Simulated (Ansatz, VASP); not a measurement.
**One calculation of BeP3, two programs**

Contents of INCAR:

```
SYSTEM = BeP3
PREC     = Accurate       ! precision mode
ENCUT    = 600            ! plane-wave cutoff, eV
EDIFF    = 1E-6           ! SCF threshold, eV
ISMEAR   = 0              ! smearing method
SIGMA    = 0.1            ! smearing width, eV
LREAL    = .False.        ! projectors in reciprocal space
LASPH    = .True.         ! aspherical terms in the spheres
NELM     = 100            ! most SCF steps
ALGO     = Normal         ! electronic algorithm
ISIF     = 3              ! what is computed and relaxed
LWAVE    = .False.        ! write WAVECAR
LCHARG   = .False.        ! write CHGCAR
GGA      = PE             ! functional
IBRION   = 2              ! ionic algorithm
NSW      = 90             ! ionic steps
EDIFFG   = -0.04          ! ionic threshold
```

The input KPOINTS:

```
Automatic mesh
0
Gamma
  6 6 6
  0 0 0
```

Contents of POSCAR:

```
BeP3
1.0
   -1.8816691001      1.8816691001      4.2032088988
    1.8816691001     -1.8816691001      4.2032088988
    1.8816691001      1.8816691001     -4.2032088988
Be P
1 3
Direct
    0.0000000000      0.0000000000      0.0000000000
    0.5000000000      0.5000000000      0.0000000000
    0.2500000000      0.7500000000      0.5000000000
    0.7500000000      0.2500000000      0.5000000000
```

Input for Ansatz:

```yaml
crystal:
  lattice:
    - [-1.8816691001, 1.8816691001, 4.2032088988]
    - [1.8816691001, -1.8816691001, 4.2032088988]
    - [1.8816691001, 1.8816691001, -4.2032088988]
  atoms:
    - { symbol: Be, position: [0.0, 0.0, 0.0] }
    - { symbol: P, position: [0.5, 0.5, 0.0] }
    - { symbol: P, position: [0.25, 0.75, 0.5] }
    - { symbol: P, position: [0.75, 0.25, 0.5] }
basis:
  ecutwfc: 420
kpoints:
  mp_grid: { grid: [6, 6, 6] }
hamiltonian:
  xc: pbe
scf:
  occupations: { method: gaussian, width: 0.1 }
  lower_state_search: "off"
output:
  forces: true
  stress: true
  eigenvalues: true
relax:
  adjacent_minimum: "off"
  f_tol: 0.04
  max_steps: 70
  cell: { stress_tol: 0.4 }
```

Alike in both runs: task relaxation of cell and atoms; functional PBE; k mesh 6 × 6 × 6; occupations gaussian, width 0.1 eV; no spin polarisation.

```csv
,VASP,Ansatz
version,VASP 6.6.1,Ansatz 0.2.0
potentials or method,"VASP PAW PBE potentials, release 64 (Be, P), cutoff 600 eV","scalar-relativistic, plane waves, PAW"
valence electrons in the cell,17,17
```

|  | VASP | Ansatz | Ansatz less VASP |
| --- | --- | --- | --- |
| gap on the k mesh at the Fermi level, each at its own relaxed structure (eV) | none | none | - |
| relaxed volume (Å³/atom) | 13.76 | 13.78 | +0.020 |
| relaxed length of the cell vector where the two differ most in proportion (Å) | 5.551 | 5.555 | +0.0047 |

A gap of «none» marks a metal or a gap that the smearing closes.

The k mesh is coarse, so the values compare programs but aren't converged.
